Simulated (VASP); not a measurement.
Here is a VASP 6.6.1 calculation.

The input INCAR:

```
SYSTEM = ZnS
PREC = Accurate ; ENCUT = 520
EDIFF = 1E-7 ; ISMEAR = 0
SIGMA = 0.01 ; LREAL = .False.
LASPH = .True. ; NELM = 80
ALGO = Normal ; ISIF = 2
LWAVE = .False. ; LCHARG = .False.
GGA = PS ; NBANDS = 26
```

The input KPOINTS:

```
Automatic mesh
0
Gamma
  6 6 4
  0 0 0
```

Contents of POSCAR:

```
ZnS
1.0
    3.6509500329      0.0000000000      0.0000000000
   -1.8254750164      3.1618154764      0.0000000000
    0.0000000000      0.0000000000      6.0187338269
Zn S
2 2
Direct
    0.3333333333      0.6666666667      0.0062242062
    0.6666666667      0.3333333333      0.5062242062
    0.3333333333      0.6666666667      0.3787757938
    0.6666666667      0.3333333333      0.8787757938
```

Potentials or basis: VASP PAW PBE potentials, release 64 (Zn, S).

Run with:

```sh
$ cat potpaw_PBE.64/Zn/POTCAR potpaw_PBE.64/S/POTCAR > POTCAR
$ mpirun -np 1 vasp_std > vasp.out
```

What does it give for the band gap on the k mesh?

2.61 eV.

Predict the pressure.

10.3 GPa.

Caveat: the cell stands under pressure; the PAW data sets were made with another functional, which shifts forces and pressure a little.
